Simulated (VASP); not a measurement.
# BN (BN (F-43m)) (F-43m) in VASP: further runs

Runs on BN (BN (F-43m)). Level: PBE. Tasks: single point.

All numbers are computed with VASP 6.6.1; they aren't measurements. Logs are shortened: lines on timing, memory, paths and dates and some standing lists are left out, and cuts for length are marked.

## 1. The cell of the first run

Symmetry: F-43m, No. 216, cubic system. The conventional cell has a = 3.624 Å, b = 3.624 Å, c = 3.624 Å, α = 90.00°, β = 90.00°, γ = 90.00°. Within 2.1 Å of B (site symmetry -43m) lie 4 N at 1.57 Å. Within 2.1 Å of N (site symmetry -43m) lie 4 B at 1.57 Å.

## 2. Single point, PBE

The input, INCAR:

```
SYSTEM = BN
PREC = Accurate
ENCUT = 520
EDIFF = 1E-6
ISMEAR = -1
SIGMA = 0.01
LREAL = .FALSE.
LASPH = .TRUE.
NELM = 80
ALGO = Normal
ISIF = 2
LWAVE = .FALSE.
LCHARG = .FALSE.
GGA = PE
NBANDS = 11
```

The input, KPOINTS:

```
regular mesh
0
G
  13 13 13
  0 0 0
```

The input, POSCAR:

```
BN
1.0
    0.0000000000      1.8120551922      1.8120551922
    1.8120551922      0.0000000000      1.8120551922
    1.8120551922      1.8120551922      0.0000000000
B N
1 1
Direct
    0.0000000000      0.0000000000      0.0000000000
    0.2500000000      0.2500000000      0.2500000000
```

Potentials or basis: VASP PAW PBE potentials, release 64 (B, N).

Command:

```
$ cat potpaw_PBE.64/B/POTCAR potpaw_PBE.64/N/POTCAR > POTCAR
$ mpirun -np 1 vasp_std > vasp.out
```

OUTCAR:

```text
SYSTEM = BN
   PREC = Accurate
   ENCUT = 520
   EDIFF = 1E-6
   ISMEAR = -1
   LREAL = .FALSE.
   LASPH = .TRUE.
   NELM = 80
   ISIF = 2
   GGA = PE

 ion  position               nearest neighbor table
   1  0.000  0.000  0.000-   2 1.57   2 1.57   2 1.57   2 1.57
   2  0.250  0.250  0.250-   1 1.57   1 1.57   1 1.57   1 1.57

  LATTYP: Found a face centered cubic cell.
 ALAT       =     3.6241103844

  Lattice vectors:

 A1 = (   0.0000000000,   1.8120551922,   1.8120551922)
 A2 = (   1.8120551922,   0.0000000000,   1.8120551922)
 A3 = (   1.8120551922,   1.8120551922,   0.0000000000)

Analysis of symmetry for initial positions (statically):
=====================================================================
 Subroutine PRICEL returns:
 Original cell was already a primitive cell.

 Routine SETGRP: Setting up the symmetry group for a
 face centered cubic supercell.

 Subroutine GETGRP returns: Found 24 space group operations
 (whereof 24 operations were pure point group operations)
 out of a pool of 48 trial point group operations.

The static configuration has the point symmetry T_d .

Analysis of symmetry for dynamics (positions and initial velocities):
=====================================================================
 Subroutine PRICEL returns:
 Original cell was already a primitive cell.

 Routine SETGRP: Setting up the symmetry group for a
 face centered cubic supercell.

 Subroutine GETGRP returns: Found 24 space group operations
 (whereof 24 operations were pure point group operations)
 out of a pool of 48 trial point group operations.

The dynamic configuration has the point symmetry T_d .

 Subroutine INISYM returns: Found 24 space group operations
 (whereof 24 operations are pure point group operations),
 and found     1 'primitive' translations

----------------------------------------------------------------------------------------

                                     Primitive cell

  volume of cell :      11.8999

  direct lattice vectors                    reciprocal lattice vectors
     0.000000000  1.812055192  1.812055192    -0.275929785  0.275929785  0.275929785
     1.812055192  0.000000000  1.812055192     0.275929785 -0.275929785  0.275929785
     1.812055192  1.812055192  0.000000000     0.275929785  0.275929785 -0.275929785

  length of vectors
     2.562633029  2.562633029  2.562633029     0.477924407  0.477924407  0.477924407

  position of ions in fractional coordinates (direct lattice)
     0.000000000  0.000000000  0.000000000
     0.250000000  0.250000000  0.250000000

  ion indices of the primitive-cell ions
   primitive index   ion index
                 1           1
                 2           2

----------------------------------------------------------------------------------------

 KPOINTS: regular mesh

Automatic generation of k-mesh.
 Grid dimensions read from file:
 generate k-points for:   13   13   13

 Generating k-lattice:

  Cartesian coordinates                     Fractional coordinates (reciprocal lattice)
    -0.021225368  0.021225368  0.021225368     0.076923077  0.000000000  0.000000000
     0.021225368 -0.021225368  0.021225368     0.000000000  0.076923077  0.000000000
     0.021225368  0.021225368 -0.021225368     0.000000000  0.000000000  0.076923077

  Length of vectors
     0.036763416  0.036763416  0.036763416

  Shift w.r.t. Gamma in fractional coordinates (k-lattice)
     0.000000000  0.000000000  0.000000000

 Subroutine IBZKPT returns following result:
 ===========================================

 Found     84 irreducible k-points:

 Following reciprocal coordinates:
            Coordinates               Weight
  0.000000  0.000000  0.000000      1.000000
  0.076923  0.000000  0.000000      8.000000
  0.153846  0.000000  0.000000      8.000000
  0.230769  0.000000  0.000000      8.000000
  0.307692  0.000000  0.000000      8.000000
  0.384615  0.000000  0.000000      8.000000
[... 16 lines left out ...]
  0.384615  0.153846  0.000000     24.000000
  0.461538  0.153846  0.000000     24.000000
 [... further k-points ...]
   k-points           NKPTS =     84   k-points in BZ     NKDIM =     84   number of bands    NBANDS=     11
   number of dos      NEDOS =    301   number of ions     NIONS =      2
   total plane-waves  NPLWV =   8000
   dimension x,y,z NGX =    20 NGY =   20 NGZ =   20
   dimension x,y,z NGXF=    40 NGYF=   40 NGZF=   40
   ions per type =               1   1
   NGX,Y,Z   is equivalent  to a cutoff of  12.97, 12.97, 12.97 a.u.
   NGXF,Y,Z  is equivalent  to a cutoff of  25.95, 25.95, 25.95 a.u.
 SYSTEM =  BN
   PREC   = accura    normal or accurate (medium, high low for compatibility)
   ISTART =      0    job   : 0-new  1-cont  2-samecut
   ICHARG =      2    charge: 1-file 2-atom 10-const
   ISPIN  =      1    spin polarized calculation?
   LNONCOLLINEAR =      F non collinear calculations
   LSORBIT =      F    spin-orbit coupling
   LASPH  =      T    aspherical Exc in radial PAW
   ENCUT  =  520.0 eV  38.22 Ry    6.18 a.u.   4.76  4.76  4.76*2*pi/ulx,y,z
   NELM   =     80;   NELMIN=  2; NELMDL= -5     # of ELM steps
   EDIFF  = 0.1E-05   stopping-criterion for ELM
   LREAL  =      F    real-space projection
   EDIFFG = 0.1E-04   stopping-criterion for IOM
   NSW    =      0    number of steps for IOM
   IBRION =     -1    ionic relax: 0-MD 1-quasi-New 2-CG
   NFREE  =      0    steps in history (QN), initial steepest desc. (CG)
   ISIF   =      2    stress and relaxation
   ISYM   =      2    0-nonsym 1-usesym 2-fastsym
   POTIM  = 0.5000    time-step for ionic-motion
   TEBEG  =    0.0;   TEEND  =   0.0 temperature during run
   PSTRESS=    0.0 pullay stress
   NELECT =       8.0000    total number of electrons
   NUPDOWN=      -1.0000    fix difference up-down
   EMIN   =  10.00;   EMAX   =-10.00  energy-range for DOS
   EFERMI =   0.00;   METHOD = LEGACY
   ISMEAR =    -1;   SIGMA  =   0.01  broadening in eV -4-tet -1-fermi 0-gaus
   EFERMI_NEDOS =   21; number of points for ismear=-14 and -15
   IALGO  =     38    algorithm
   IMIX   =      4    mixing-type and parameters
     AMIX     =   0.40;   BMIX     =  1.00
     AMIX_MAG =   1.60;   BMIX_MAG =  1.00
  volume/ion in A,a.u.               =       5.95        40.15
  Fermi-wavevector in a.u.,A,eV,Ry     =   1.434135  2.710122 27.983695  2.056744
  Thomas-Fermi vector in A             =   2.553577
   LORBIT       =      0    0 simple, 1 ext, 2 COOP (PROOUT), +10 PAW based schemes
   GGA     = PE    functional components
   LHFCALC =     F    Hartree Fock is set to
   AEXX    =    0.0000 exact exchange contribution
   IVDW    =     0    specifies the selected vdW correction
   LEPSILON=     F    determine dielectric tensor
   LRPA    =     F    only Hartree local field effects (RPA)
 non-spin polarized calculation
  energy-cutoff  :      520.00
  volume of cell :       11.90
 maximum number of plane-waves:       331
   NGX =  9   NGY =  9   NGZ =  9

 number of electron       7.9999999 magnetization

 Free energy of the ion-electron system (eV)
  ---------------------------------------------------
  ext. energy  EPLUGINS =         0.00000000
  ---------------------------------------------------
  free energy    TOTEN  =       -17.45097191 eV

  energy without entropy =      -17.45097191  energy(sigma->0) =      -17.45097191

 E-fermi :   7.6490     XC(G=0): -12.7848

 val. band max:        7.3101974128   @ k =   0.0000   0.0000   0.0000
 cond. band min:      11.8353682260   @ k =   0.4615   0.4615   0.0000
 fundamental gap:      4.5251708133
 Fermi energy:         7.6490457161

 k-point     1 :       0.0000    0.0000    0.0000
  band No.  band energies     occupation
      1     -12.8349      2.00000
      2       7.3102      2.00000
      3       7.3102      2.00000
      4       7.3102      2.00000
      5      16.0942      0.00000
      6      16.0942      0.00000
      7      16.0942      0.00000
      8      17.5370      0.00000
      9      31.9208      0.00000
     10      34.9868      0.00000
     11      34.9868      0.00000

 k-point     2 :       0.0769    0.0000    0.0000
  band No.  band energies     occupation
      1     -12.6916      2.00000
      2       6.5272      2.00000
      3       7.1562      2.00000
      4       7.1563      2.00000
      5      16.2700      0.00000
      6      16.3280      0.00000
      7      16.3280      0.00000
      8      18.0254      0.00000
      9      31.7618      0.00000
     10      32.9498      0.00000
     11      32.9498      0.00000

 k-point     3 :       0.1538    0.0000    0.0000
  band No.  band energies     occupation
      1     -12.2665      2.00000
      2       4.6739      2.00000
      3       6.7709      2.00000
      4       6.7709      2.00000
      5      16.5444      0.00000
      6      16.8928      0.00000
      7      16.8928      0.00000
      8      19.2207      0.00000
      9      31.3000      0.00000
     10      31.4121      0.00000
     11      31.4121      0.00000

 k-point     4 :       0.2308    0.0000    0.0000
  band No.  band energies     occupation
      1     -11.5758      2.00000
      2       2.4331      2.00000
      3       6.3047      2.00000
      4       6.3047      2.00000
      5      16.8127      0.00000
      6      17.4847      0.00000
      7      17.4847      0.00000
      8      20.4986      0.00000
      9      30.7692      0.00000
     10      30.8225      0.00000
     11      30.8225      0.00000
[... 239 lines left out ...]
 k-point    22 :       0.3077    0.1538    0.0000
  band No.  band energies     occupation
      1     -10.8149      2.00000
      2       1.8112      2.00000
      3       4.7811      2.00000
      4       5.1833      2.00000
      5      15.4514      0.00000
      6      19.1787      0.00000
      7      19.7035      0.00000
      8      20.0667      0.00000
      9      26.5984      0.00000
     10      33.5400      0.00000
     11      34.9383      0.00000

 k-point    23 :       0.3846    0.1538    0.0000
  band No.  band energies     occupation
      1      -9.8688      2.00000
      2      -0.2036      2.00000
      3       4.5363      2.00000
      4       4.6172      2.00000
      5      15.8520      0.00000
      6      19.3676      0.00000
      7      19.8997      0.00000
      8      20.7871      0.00000
      9      27.4726      0.00000
     10      33.3208      0.00000
     11      35.2289      0.00000

 k-point    24 :       0.4615    0.1538    0.0000
  band No.  band energies     occupation
      1      -8.8889      2.00000
      2      -1.9012      2.00000
      3       4.0655      2.00000
      4       4.5028      2.00000
      5      16.1699      0.00000
      6      19.3470      0.00000
      7      19.7723      0.00000
      8      21.9055      0.00000
      9      28.0868      0.00000
     10      33.4092      0.00000
     11      35.2478      0.00000

 [... further k-points ...]
[... 5 lines left out ...]
  --------------------------------------------------------------------------------------
  -------------------------------------------------------------------------------------
  Total        0.0315755      0.0315755      0.0315755      0.0000000      0.0000000     -0.0000000
  in kB        4.2512432      4.2512432      4.2512432      0.0000000      0.0000000     -0.0000000
  external PRESSURE =       4.2512432 kB  Pullay stress =       0.0000000 kB

 VOLUME and BASIS-vectors are now :
 -----------------------------------------------------------------------------
  energy-cutoff  :      520.00
  volume of cell :       11.90
      direct lattice vectors                 reciprocal lattice vectors
     0.000000000  1.812055192  1.812055192    -0.275929785  0.275929785  0.275929785
     1.812055192  0.000000000  1.812055192     0.275929785 -0.275929785  0.275929785
     1.812055192  1.812055192  0.000000000     0.275929785  0.275929785 -0.275929785

 POSITION                                       TOTAL-FORCE (eV/Angst)
 -----------------------------------------------------------------------------------
      0.00000      0.00000      0.00000        -0.000000     -0.000000      0.000000
      0.90603      0.90603      0.90603         0.000000      0.000000     -0.000000
 -----------------------------------------------------------------------------------
    total drift:                                0.000000      0.000000      0.000000

  FREE ENERGIE OF THE ION-ELECTRON SYSTEM (eV)
  ---------------------------------------------------
  free  energy   TOTEN  =       -17.4509719089 eV

  energy  without entropy=      -17.4509719089  energy(sigma->0) =      -17.45097191
```

Run time: 4.3 s. Hardware: 1 thread of Intel Xeon 6975P-C (Granite Rapids), shared host; peak memory 0.12 GiB.

What came out:

```yaml
Free_energy: -17.4510 eV
Pressure: 0.4 GPa
Band_gap_on_the_k_mesh: 4.53 eV, indirect (least direct gap 8.78 eV)
```

## 3. Single point, PBE

This run uses another cell than the first one: it holds 32 atoms, not 2.

The input, INCAR:

```
ALGO = Normal ; EDIFF = 1E-6
ENCUT = 520 ; GGA = PE
ISIF = 2 ; ISMEAR = -1
LASPH = True ; LCHARG = True
LELF = True ; LREAL = Auto
LVHAR = True ; LWAVE = False
NBANDS = 86 ; NELM = 80
PREC = Accurate ; SIGMA = 0.01
```

The input, KPOINTS:

```
Automatic mesh
0
Gamma
  1 1 1
  0.25 0.25 0.25
```

The input, POSCAR:

```
BN
1.0
   -3.6241103844      3.6241103844     -3.6241103844
    3.6241103844      3.6241103844      3.6241103844
    3.6241103844     -3.6241103844     -3.6241103844
B N
16 16
Direct
    0.0000000000      0.0000000000      0.0000000000
    0.0000000000      0.2500000000      0.7500000000
    0.0000000000      0.5000000000      0.5000000000
    0.0000000000      0.7500000000      0.2500000000
    0.2500000000      0.0000000000      0.7500000000
    0.2500000000      0.2500000000      0.5000000000
    0.2500000000      0.5000000000      0.2500000000
    0.2500000000      0.7500000000      0.0000000000
    0.5000000000      0.0000000000      0.5000000000
    0.5000000000      0.2500000000      0.2500000000
    0.5000000000      0.5000000000      0.0000000000
    0.5000000000      0.7500000000      0.7500000000
    0.7500000000      0.0000000000      0.2500000000
    0.7500000000      0.2500000000      0.0000000000
    0.7500000000      0.5000000000      0.7500000000
    0.7500000000      0.7500000000      0.5000000000
    0.0000000000      0.0000000000      0.2500000000
    0.0000000000      0.2500000000      0.0000000000
    0.0000000000      0.5000000000      0.7500000000
    0.0000000000      0.7500000000      0.5000000000
    0.2500000000      0.0000000000      0.0000000000
    0.2500000000      0.2500000000      0.7500000000
    0.2500000000      0.5000000000      0.5000000000
    0.2500000000      0.7500000000      0.2500000000
    0.5000000000      0.0000000000      0.7500000000
    0.5000000000      0.2500000000      0.5000000000
    0.5000000000      0.5000000000      0.2500000000
    0.5000000000      0.7500000000      0.0000000000
    0.7500000000      0.0000000000      0.5000000000
    0.7500000000      0.2500000000      0.2500000000
    0.7500000000      0.5000000000      0.0000000000
    0.7500000000      0.7500000000      0.7500000000
```

Potentials or basis: VASP PAW PBE potentials, release 64 (B, N).

Command:

```
$ cat potpaw_PBE.64/B/POTCAR potpaw_PBE.64/N/POTCAR > POTCAR
$ mpirun -np 1 vasp_std > vasp.out
```

Wall time 28 s (1 thread of Intel Xeon 6975P-C (Granite Rapids), shared host); peak memory 0.32 GiB.

It converged, with:

```
Free energy            : -278.1640 eV
Pressure               : 0.7 GPa
Band gap on the k mesh : 8.62 eV
```

Levels at points of the mesh, in eV from the valence-band top:
```csv
k point,band 61,band 62,band 63,band 64,band 65,band 66,band 67,band 68
"(0.25, 0.25, 0.25)",0.00,0.00,0.00,0.00,8.62,8.62,8.62,8.62
```

Caveat: the k points lie up to 1.23 Å⁻¹ apart. A hybrid or GW would open this gap; PBE tends to underestimate it.
